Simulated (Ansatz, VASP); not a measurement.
## CsPbBr3: VASP beside Ansatz

The input INCAR:

```
PREC = Accurate ; ENCUT = 520
EDIFF = 1E-6 ; ISMEAR = 0
SIGMA = 0.05 ; LREAL = False
LASPH = True ; NELM = 60
ALGO = Normal ; ISIF = 2
LWAVE = False ; LCHARG = False
GGA = PS ; NBANDS = 30
```

File KPOINTS:

```
Automatic mesh
0
Gamma
  6 6 6
```

The input POSCAR:

```
CsPbBr3
1.0
    5.8700000000      0.0000000000      0.0000000000
    0.0000000000      5.6939000000      0.0000000000
    0.0000000000      0.0000000000      5.8700000000
Cs Pb Br
1 1 3
Direct
    0.0000000000      0.0000000000      0.0000000000
    0.5000000000      0.5000000000      0.5000000000
    0.0000000000      0.5000000000      0.5000000000
    0.5000000000      0.0000000000      0.5000000000
    0.5000000000      0.5000000000      0.0000000000
```

Input for Ansatz:

```yaml
crystal:
  lattice:
    - [5.87, 0.0, 0.0]
    - [0.0, 5.6939, 0.0]
    - [0.0, 0.0, 5.87]
  atoms:
    - { symbol: Cs, position: [0.0, 0.0, 0.0] }
    - { symbol: Pb, position: [0.5, 0.5, 0.5] }
    - { symbol: Br, position: [0.0, 0.5, 0.5] }
    - { symbol: Br, position: [0.5, 0.0, 0.5] }
    - { symbol: Br, position: [0.5, 0.5, 0.0] }
basis:
  ecutwfc: 420
kpoints:
  mp_grid: { grid: [6, 6, 6] }
hamiltonian:
  xc: pbesol
scf:
  occupations: { method: gaussian, width: 0.05 }
output:
  forces: true
  stress: true
  eigenvalues: true
```

Change from the starting cell: strain -0.0300 x Voigt [0, 1, 0, 0, 0, 0], atoms carried along.

Alike in both runs: task single point; functional PBEsol; k mesh 6 × 6 × 6; occupations gaussian, width 0.05 eV; no spin polarisation.

```csv
,VASP,Ansatz
version,VASP 6.6.1,Ansatz 0.2.0
potentials or method,"VASP PAW PBE potentials, release 64 (Cs_sv, Pb_d, Br), cutoff 520 eV","scalar-relativistic, plane waves, PAW"
valence electrons in the cell,44,44
```

```csv
,VASP,Ansatz,Ansatz less VASP
gap on the k mesh at the Fermi level (eV),1.20,1.20,-0.001
least direct gap on the mesh (eV),1.20,1.20,-0.001
pressure (GPa),0.8,0.8,0.00
"traceless stress, the component that is largest in VASP (GPa)",1.12,1.11,-0.003
```

VASP's potentials were made for PBE, not for PBEsol.

Spin-orbit coupling is off throughout.
